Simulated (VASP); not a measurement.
# SiC (P6_3mc) in VASP: further runs

Runs on SiC. Level: r2SCAN. Tasks: single point.

Program: VASP 6.6.1. These are calculated values, not measurements. Logs are shortened: lines on timing, memory, paths and dates and some standing lists are left out, and cuts for length are marked.

### 1 The cell of the first run

Symmetry: P6_3mc, No. 186, hexagonal system. Conventional cell: a = 3.078 Å, b = 3.078 Å, c = 10.077 Å, α = 90.00°, β = 90.00°, γ = 120.00°. Within 2.5 Å of Si (site symmetry 3m) lie 4 C at 1.89 Å. Within 2.5 Å of Si (site symmetry 3m) lie 4 C at 1.88 to 1.89 Å. Within 2.5 Å of C (site symmetry 3m) lie 4 Si at 1.88 to 1.89 Å. C (site symmetry 3m) has 4 Si at 1.89 Å within 2.5 Å.

### 2 Single point, r2SCAN

The input, POSCAR:

```
SiC
1.0
    3.0775593375      0.0000000000      0.0000000000
   -1.5387796687      2.6652445680      0.0000000000
    0.0000000000      0.0000000000     10.0767691483
Si C
4 4
Direct
    0.6666666667      0.3333333333      0.9378376196
    0.3333333333      0.6666666667      0.4378376196
    0.0000000000      0.0000000000      0.6878931818
    0.0000000000      0.0000000000      0.1878931818
    0.6666666667      0.3333333333      0.7498040040
    0.3333333333      0.6666666667      0.2498040040
    0.0000000000      0.0000000000      0.5004641946
    0.0000000000      0.0000000000      0.0004641946
```

The input, INCAR.step1:

```
SYSTEM = SiC
PREC = Accurate
ENCUT = 520
ISMEAR = 0
SIGMA = 0.02
LREAL = .False.
LASPH = .True.
NELM = 60
NBANDS = 26
GGA = PE
ALGO = Normal
EDIFF = 1E-4
LWAVE = .True.
LCHARG = .False.
```

The input, INCAR.step2:

```
SYSTEM = SiC
PREC = Accurate
ENCUT = 520
EDIFF = 1E-6
ISMEAR = 0
SIGMA = 0.02
LREAL = .False.
LASPH = .True.
NELM = 60
ALGO = Normal
ISIF = 2
LWAVE = .False.
LCHARG = .False.
METAGGA = R2SCAN
LMIXTAU = .True.
NBANDS = 26
ISTART = 1
```

The input, KPOINTS:

```
regular mesh
0
Gamma
  12 12 4
  0 0 0
```

Potentials or basis: VASP PAW PBE potentials, release 64 (Si, C).

Launch:

```console
$ cat potpaw_PBE.64/Si/POTCAR potpaw_PBE.64/C/POTCAR > POTCAR
$ cp INCAR.step1 INCAR
$ mpirun -np 1 vasp_std > vasp.out
$ cp INCAR.step2 INCAR
$ mpirun -np 1 vasp_std > vasp.out
```

OUTCAR:

```text
SYSTEM = SiC
   PREC = Accurate
   ENCUT = 520
   EDIFF = 1E-6
   ISMEAR = 0
   LREAL = .False.
   LASPH = .True.
   NELM = 60
   ISIF = 2
   METAGGA = R2SCAN
   ISTART = 1

 ion  position               nearest neighbor table
   1  0.667  0.333  0.938-   8 1.89   8 1.89   8 1.89   5 1.89   3 3.08   3 3.08   3 3.08   4 3.08
                             4 3.08   4 3.08
   2  0.333  0.667  0.438-   7 1.89   7 1.89   7 1.89   6 1.89   4 3.08   4 3.08   4 3.08   3 3.08
                             3 3.08   3 3.08
   3  0.000  0.000  0.688-   5 1.88   5 1.88   5 1.88   7 1.89   1 3.08   1 3.08   1 3.08   2 3.08
                             2 3.08   2 3.08
   4  0.000  0.000  0.188-   6 1.88   6 1.88   6 1.88   8 1.89   2 3.08   2 3.08   2 3.08   1 3.08
                             1 3.08   1 3.08
   5  0.667  0.333  0.750-   3 1.88   3 1.88   3 1.88   1 1.89
   6  0.333  0.667  0.250-   4 1.88   4 1.88   4 1.88   2 1.89
   7  0.000  0.000  0.500-   2 1.89   2 1.89   2 1.89   3 1.89
   8  0.000  0.000  0.000-   1 1.89   1 1.89   1 1.89   4 1.89

  LATTYP: Found a hexagonal cell.
 ALAT       =     3.0775593375
 C/A-ratio  =     3.2742729037

  Lattice vectors:

 A1 = (   3.0775593375,   0.0000000000,   0.0000000000)
 A2 = (  -1.5387796687,   2.6652445680,   0.0000000000)
 A3 = (   0.0000000000,   0.0000000000,  10.0767691483)

Analysis of symmetry for initial positions (statically):
=====================================================================
 Subroutine PRICEL returns:
 Original cell was already a primitive cell.

 Routine SETGRP: Setting up the symmetry group for a
 hexagonal supercell.

 Subroutine GETGRP returns: Found 12 space group operations
 (whereof  6 operations were pure point group operations)
 out of a pool of 24 trial point group operations.

The static configuration has the point symmetry C_3v.
 The point group associated with its full space group is C_6v.

Analysis of symmetry for dynamics (positions and initial velocities):
=====================================================================
 Subroutine PRICEL returns:
 Original cell was already a primitive cell.

 Routine SETGRP: Setting up the symmetry group for a
 hexagonal supercell.

 Subroutine GETGRP returns: Found 12 space group operations
 (whereof  6 operations were pure point group operations)
 out of a pool of 24 trial point group operations.

The dynamic configuration has the point symmetry C_3v.
 The point group associated with its full space group is C_6v.

 Subroutine INISYM returns: Found 12 space group operations
 (whereof  6 operations are pure point group operations),
 and found     1 'primitive' translations

----------------------------------------------------------------------------------------

                                     Primitive cell

  volume of cell :      82.6542

  direct lattice vectors                    reciprocal lattice vectors
     3.077559337  0.000000000  0.000000000     0.324932809  0.187600045  0.000000000
    -1.538779669  2.665244568  0.000000000     0.000000000  0.375200089  0.000000000
     0.000000000  0.000000000 10.076769148     0.000000000  0.000000000  0.099238157

  length of vectors
     3.077559337  3.077559338 10.076769148     0.375200089  0.375200089  0.099238157

  position of ions in fractional coordinates (direct lattice)
     0.666666667  0.333333333  0.937837620
     0.333333333  0.666666667  0.437837620
     0.000000000  0.000000000  0.687893182
     0.000000000  0.000000000  0.187893182
     0.666666667  0.333333333  0.749804004
     0.333333333  0.666666667  0.249804004
     0.000000000  0.000000000  0.500464195
     0.000000000  0.000000000  0.000464195

  ion indices of the primitive-cell ions
   primitive index   ion index
                 1           1
                 2           2
                 3           3
                 4           4
                 5           5
                 6           6
                 7           7
                 8           8

[... 49 lines left out ...]
   METAGGA = R2SCAN    functional components
   LHFCALC =     F    Hartree Fock is set to
   AEXX    =    0.0000 exact exchange contribution
   IVDW    =     0    specifies the selected vdW correction
   LEPSILON=     F    determine dielectric tensor
   LRPA    =     F    only Hartree local field effects (RPA)
 non-spin polarized calculation
 Gauss-broadening in eV      SIGMA  =   0.02
  energy-cutoff  :      520.00
  volume of cell :       82.65
 maximum number of plane-waves:      2256
 NGX is ok and might be reduce to    24
   NGX = 11   NGY = 11   NGZ = 37

 number of electron      32.0000000 magnetization

 Free energy of the ion-electron system (eV)
  ---------------------------------------------------
  ext. energy  EPLUGINS =         0.00000000
  ---------------------------------------------------
  free energy    TOTEN  =       -77.30799406 eV

  energy without entropy =      -77.30799406  energy(sigma->0) =      -77.30799406

 E-fermi :   8.2155     XC(G=0): -11.9371

 val. band max:        8.0686157472   @ k =   0.0000   0.0000   0.0000
 cond. band min:      10.6779485939   @ k =   0.5000   0.0000   0.0000
 fundamental gap:      2.6093328467
 Fermi energy:         8.2155199175

 k-point     1 :       0.0000    0.0000    0.0000
  band No.  band energies     occupation
      1      -8.2026      2.00000
      2      -6.9848      2.00000
      3      -6.9466      2.00000
      4      -4.5727      2.00000
      5      -0.8372      2.00000
      6       3.5003      2.00000
[... 18 lines left out ...]
     25      16.0306      0.00000
     26      16.6988      0.00000

 k-point     2 :       0.0833   -0.0000    0.0000
  band No.  band energies     occupation
      1      -8.0775      2.00000
      2      -6.8642      2.00000
      3      -6.8255      2.00000
      4      -4.4684      2.00000
      5      -0.7222      2.00000
      6       3.5366      2.00000
[... 18 lines left out ...]
     25      16.0586      0.00000
[... 608 lines left out ...]
     25      17.5819      0.00000
     26      17.7016      0.00000

 k-point    24 :       0.3333   -0.0000    0.2500
  band No.  band energies     occupation
      1      -6.2139      2.00000
      2      -5.6394      2.00000
      3      -4.5833      2.00000
      4      -3.4477      2.00000
      5       0.5375      2.00000
      6       1.0548      2.00000
[... 18 lines left out ...]
     25      17.3951      0.00000
     26      17.9728      0.00000

 [... further k-points ...]

------------------------ aborting loop because EDIFF is reached ----------------------------------------

  FORCE on cell =-STRESS in cart. coord.  units (eV):
  Direction    XX          YY          ZZ          XY          YZ          ZX
  --------------------------------------------------------------------------------------
  -------------------------------------------------------------------------------------
  Total       -0.0940621     -0.0940621     -0.0992780     -0.0000000      0.0000000      0.0000000
  in kB       -1.8233105     -1.8233105     -1.9244158     -0.0000000      0.0000000      0.0000000
  external PRESSURE =      -1.8570123 kB  Pullay stress =       0.0000000 kB

 VOLUME and BASIS-vectors are now :
 -----------------------------------------------------------------------------
  energy-cutoff  :      520.00
  volume of cell :       82.65
      direct lattice vectors                 reciprocal lattice vectors
     3.077559337  0.000000000  0.000000000     0.324932809  0.187600045  0.000000000
    -1.538779669  2.665244568  0.000000000     0.000000000  0.375200089  0.000000000
     0.000000000  0.000000000 10.076769148     0.000000000  0.000000000  0.099238157

 POSITION                                       TOTAL-FORCE (eV/Angst)
 -----------------------------------------------------------------------------------
      1.53878      0.88841      9.45037        -0.000000      0.000000      0.001127
     -0.00000      1.77683      4.41199         0.000000     -0.000000      0.001127
      0.00000      0.00000      6.93174         0.000000     -0.000000     -0.001381
      0.00000      0.00000      1.89336         0.000000      0.000000     -0.001381
      1.53878      0.88841      7.55560        -0.000000      0.000000      0.000241
     -0.00000      1.77683      2.51722        -0.000000     -0.000000      0.000241
      0.00000      0.00000      5.04306        -0.000000     -0.000000      0.000014
      0.00000      0.00000      0.00468        -0.000000     -0.000000      0.000014
 -----------------------------------------------------------------------------------
    total drift:                                0.000000      0.000000     -0.000639

  FREE ENERGIE OF THE ION-ELECTRON SYSTEM (eV)
  ---------------------------------------------------
  free  energy   TOTEN  =       -77.3079940643 eV

  energy  without entropy=      -77.3079940643  energy(sigma->0) =      -77.30799406
```

Run time: 2.8 min. Hardware: 1 thread of Intel Xeon 6975P-C (Granite Rapids), shared host; peak memory 0.26 GiB.

Results:

* Free energy: -77.3080 eV
* Pressure: -0.2 GPa
* Band gap on the k mesh: 2.61 eV (least direct gap 3.79 eV)

Caveat: the PAW data sets were made with another functional, which shifts forces and pressure a little.

### 3 Single point, r2SCAN

POSCAR is that of step 2.

The input, INCAR.step1:

```
PREC     = Accurate       # precision mode
ENCUT    = 520            # plane-wave cutoff, eV
ISMEAR   = 0              # smearing method
SIGMA    = 0.02           # smearing width, eV
LREAL    = F              # projectors in reciprocal space
LASPH    = T              # aspherical terms in the spheres
NELM     = 60             # most SCF steps
NBANDS   = 26             # bands
GGA      = PE             # functional
ALGO     = Normal         # electronic algorithm
EDIFF    = 1E-4           # SCF threshold, eV
LWAVE    = T              # write WAVECAR
LCHARG   = F              # write CHGCAR
```

The input, INCAR.step2:

```
PREC     = Accurate       # precision mode
ENCUT    = 520            # plane-wave cutoff, eV
EDIFF    = 1E-6           # SCF threshold, eV
ISMEAR   = 0              # smearing method
SIGMA    = 0.02           # smearing width, eV
LREAL    = F              # projectors in reciprocal space
LASPH    = T              # aspherical terms in the spheres
NELM     = 60             # most SCF steps
ALGO     = Normal         # electronic algorithm
ISIF     = 2              # what is computed and relaxed
LWAVE    = F              # write WAVECAR
LCHARG   = F              # write CHGCAR
METAGGA  = R2SCAN         # meta-GGA
LMIXTAU  = T            
NBANDS   = 26             # bands
ISTART   = 1
```

The input, KPOINTS:

```
regular mesh
0
Gamma
  12 12 4
```

Potentials or basis: VASP PAW PBE potentials, release 64 (Si, C).

Launch:

```console
$ cat potpaw_PBE.64/Si/POTCAR potpaw_PBE.64/C/POTCAR > POTCAR
$ cp INCAR.step1 INCAR
$ mpirun -np 1 vasp_std > vasp.out
$ cp INCAR.step2 INCAR
$ mpirun -np 1 vasp_std > vasp.out
```

Run time: 2.8 min. Hardware: 1 thread of Intel Xeon 6975P-C (Granite Rapids), shared host; peak memory 0.26 GiB.

The run converged. Its results:

* Free energy: -77.3080 eV
* Pressure: -0.2 GPa
* Band gap on the k mesh: 2.61 eV (least direct gap 3.79 eV)

Levels at points of the mesh, in eV from the valence-band top:
| k point | band 12 | band 13 | band 14 | band 15 | band 16 | band 17 | band 18 | band 19 | band 20 | band 21 |
| --- | --- | --- | --- | --- | --- | --- | --- | --- | --- | --- |
| (0.00, 0.00, 0.00) | -0.61 | -0.61 | -0.05 | 0.00 | 0.00 | 5.67 | 6.26 | 6.89 | 6.91 | 7.51 |
| (0.50, 0.00, 0.00) | -2.50 | -2.47 | -2.33 | -1.65 | -1.18 | 2.61 | 2.77 | 4.72 | 5.27 | 5.83 |
| (0.00, 0.00, 0.50) | -1.10 | -0.22 | -0.22 | -0.22 | -0.22 | 5.88 | 5.88 | 7.37 | 7.37 | 7.60 |
| (0.50, 0.00, 0.50) | -3.16 | -2.58 | -2.58 | -1.63 | -1.63 | 3.05 | 3.05 | 4.69 | 4.69 | 6.68 |

Caveat: the PAW data sets were made with another functional, which shifts forces and pressure a little.

### 4 Single point, r2SCAN

POSCAR is that of step 3.

The input, INCAR.step1:

```
PREC = Accurate ; ENCUT = 520
ISMEAR = 0 ; SIGMA = 0.05
LREAL = F ; LASPH = T
NELM = 100 ; NBANDS = 26
GGA = PE ; ALGO = Normal
EDIFF = 1E-4 ; LWAVE = T
LCHARG = F
```

The input, INCAR.step2:

```
PREC = Accurate ; ENCUT = 520
EDIFF = 1E-6 ; ISMEAR = 0
SIGMA = 0.05 ; LREAL = F
LASPH = T ; NELM = 100
ALGO = Normal ; ISIF = 2
LWAVE = F ; LCHARG = F
METAGGA = R2SCAN ; LMIXTAU = T
NBANDS = 26 ; ISTART = 1
```

The input, KPOINTS:

```
Automatic mesh
0
Gamma
  12 12 4
```

Launch:

```console
$ cat potpaw_PBE.64/Si/POTCAR potpaw_PBE.64/C/POTCAR > POTCAR
$ cp INCAR.step1 INCAR
$ mpirun -np 1 vasp_std > vasp.out
$ cp INCAR.step2 INCAR
$ mpirun -np 1 vasp_std > vasp.out
```

Wall time 6.3 min (1 thread of Intel Xeon Platinum 8488C (Sapphire Rapids), shared host); peak memory 0.26 GiB.

It converged, with:

```
Free energy            : -77.3080 eV
Pressure               : -0.2 GPa
Band gap on the k mesh : 2.61 eV (least direct gap 3.79 eV)
```

Levels at points of the mesh, in eV from the valence-band top:
```csv
k point,band 14,band 15,band 16,band 17,band 18,band 19
"(0.00, 0.00, 0.00)",-0.05,0.00,0.00,5.67,6.26,6.89
"(0.50, 0.00, 0.00)",-2.33,-1.65,-1.18,2.61,2.77,4.72
"(0.00, 0.00, 0.50)",-0.22,-0.22,-0.22,5.88,5.88,7.37
"(0.50, 0.00, 0.50)",-2.58,-1.63,-1.63,3.05,3.05,4.69
```

Caveat: the PAW data sets were made with another functional, which shifts forces and pressure a little.

### 5 Single point, r2SCAN

The input, POSCAR:

```
SiC
1.0
   -1.5387796673     -2.6652445653      0.0000000000
    1.5387796672     -2.6652445654      0.0000000000
    0.0000000000      0.0000000000     10.0767691650
Si C
4 4
Direct
    0.3333333333      0.3333333333      0.9378376193
    0.6666666667      0.6666666667      0.4378376193
    0.0000000000      0.0000000000      0.6878931819
    0.0000000000      0.0000000000      0.1878931819
    0.3333333333      0.3333333333      0.7498040042
    0.6666666667      0.6666666667      0.2498040042
    1.0000000000      0.0000000000      0.5004641945
    1.0000000000      0.0000000000      0.0004641945
```

The input, INCAR.step1:

```
ALGO = Normal
EDIFF = 1E-4
ENCUT = 520
GGA = PE
ISMEAR = 0
LASPH = True
LCHARG = False
LREAL = False
LWAVE = True
NBANDS = 26
NELM = 100
PREC = Accurate
SIGMA = 0.05
```

The input, INCAR.step2:

```
ALGO = Normal
EDIFF = 1E-7
ENCUT = 520
ISIF = 2
ISMEAR = 0
ISTART = 1
LASPH = True
LCHARG = True
LELF = True
LMIXTAU = True
LREAL = False
LVHAR = True
LWAVE = False
METAGGA = R2SCAN
NBANDS = 26
NELM = 100
PREC = Accurate
SIGMA = 0.05
```

The input, KPOINTS:

```
k-points
0
Gamma
  8 8 3
```

Launch:

```console
$ cat potpaw_PBE.64/Si/POTCAR potpaw_PBE.64/C/POTCAR > POTCAR
$ cp INCAR.step1 INCAR
$ mpirun -np 1 vasp_std > vasp.out
$ cp INCAR.step2 INCAR
$ mpirun -np 1 vasp_std > vasp.out
```

Run time: 4.3 min. Hardware: 1 thread of Intel Xeon 8259CL, shared host; peak memory 0.22 GiB.

Results (log left out):

```
Free energy            : -77.3060 eV
Pressure               : -0.2 GPa
Band gap on the k mesh : 2.61 eV (least direct gap 3.79 eV)
```

Levels at points of the mesh, in eV from the valence-band top:
```csv
k point,band 14,band 15,band 16,band 17,band 18,band 19
"(0.00, 0.00, 0.00)",-0.05,0.00,0.00,5.67,6.26,6.89
"(0.50, 0.00, 0.00)",-2.33,-1.65,-1.18,2.61,2.77,4.72
```

Caveat: the PAW data sets were made with another functional, which shifts forces and pressure a little; an odd mesh through Γ misses points on the zone boundary, where band edges can lie.

### 6 Single point, r2SCAN

The input, POSCAR:

```
SiC
1.0
    3.0775593345      0.0000000000      0.0000000000
   -1.5387796672      2.6652445654      0.0000000000
    0.0000000000      0.0000000000     10.0767691650
Si C
4 4
Direct
    0.6666666667      0.3333333333      0.9378376193
    0.3333333333      0.6666666667      0.4378376193
    0.0000000000      0.0000000000      0.6878931819
    0.0000000000      0.0000000000      0.1878931819
    0.6666666667      0.3333333333      0.7498040042
    0.3333333333      0.6666666667      0.2498040042
    0.0000000000      0.0000000000      0.5004641945
    0.0000000000      0.0000000000      0.0004641945
```

The input, INCAR.step1:

```
SYSTEM = SiC
PREC = Accurate
ENCUT = 520
ISMEAR = 0
SIGMA = 0.02
LREAL = .False.
LASPH = .True.
NELM = 60
NBANDS = 26
GGA = PE
ALGO = Normal
EDIFF = 1E-4
LWAVE = .True.
LCHARG = .False.
```

The input, INCAR.step2:

```
SYSTEM = SiC
PREC = Accurate
ENCUT = 520
EDIFF = 1E-6
ISMEAR = 0
SIGMA = 0.02
LREAL = .False.
LASPH = .True.
NELM = 60
ALGO = Normal
ISIF = 2
LWAVE = .False.
LCHARG = .False.
METAGGA = R2SCAN
LMIXTAU = .True.
NBANDS = 26
ISTART = 1
```

The input, KPOINTS:

```
regular mesh
0
Gamma
  12 12 4
  0 0 0
```

Potentials or basis: VASP PAW PBE potentials, release 64 (Si, C).

Launch:

```console
$ cat potpaw_PBE.64/Si/POTCAR potpaw_PBE.64/C/POTCAR > POTCAR
$ cp INCAR.step1 INCAR
$ mpirun -np 1 vasp_std > vasp.out
$ cp INCAR.step2 INCAR
$ mpirun -np 1 vasp_std > vasp.out
```

Wall time 9.5 min (1 thread of Intel Xeon 8259CL, shared host); peak memory 0.26 GiB.

The run converged. Its results:

- Free energy: -77.3080 eV
- Pressure: -0.2 GPa
- Band gap on the k mesh: 2.61 eV (least direct gap 3.79 eV)

Levels at points of the mesh, in eV from the valence-band top:
```
           k point  band 13  band 14  band 15  band 16  band 17  band 18  band 19  band 20
(0.00, 0.00, 0.00)    -0.61    -0.05     0.00     0.00     5.67     6.26     6.89     6.91
(0.50, 0.00, 0.00)    -2.47    -2.33    -1.65    -1.18     2.61     2.77     4.72     5.27
(0.00, 0.00, 0.50)    -0.22    -0.22    -0.22    -0.22     5.88     5.88     7.37     7.37
(0.50, 0.00, 0.50)    -2.58    -2.58    -1.63    -1.63     3.05     3.05     4.69     4.69
```

Caveat: the PAW data sets were made with another functional, which shifts forces and pressure a little.

### 7 Overview

```tsv
cell	k mesh	smearing	gap on the mesh (eV)	pressure (GPa)
a = 3.078, b = 3.078, c = 10.077 Å, angles 90.0, 90.0, 120.0°, 8 atoms	12 × 12 × 4	gaussian 0.02 eV	2.61	-0.2
a = 3.078, b = 3.078, c = 10.077 Å, angles 90.0, 90.0, 120.0°, 8 atoms	12 × 12 × 4	gaussian 0.05 eV	2.61	-0.2
a = 3.078, b = 3.078, c = 10.077 Å, angles 90.0, 90.0, 60.0°, 8 atoms	8 × 8 × 3	gaussian 0.05 eV	2.61	-0.2
```

Alike in all rows: task single point; level r2SCAN; potentials or basis VASP PAW PBE potentials, release 64 (Si, C); no spin polarisation; cutoff (eV) 520.

Caveats: the PAW data sets were made with another functional, which shifts forces and pressure a little; an odd mesh through Γ misses points on the zone boundary, where band edges can lie (at least some runs).

Total energies depend on the potentials used, so only differences within one code and one set of settings carry meaning.
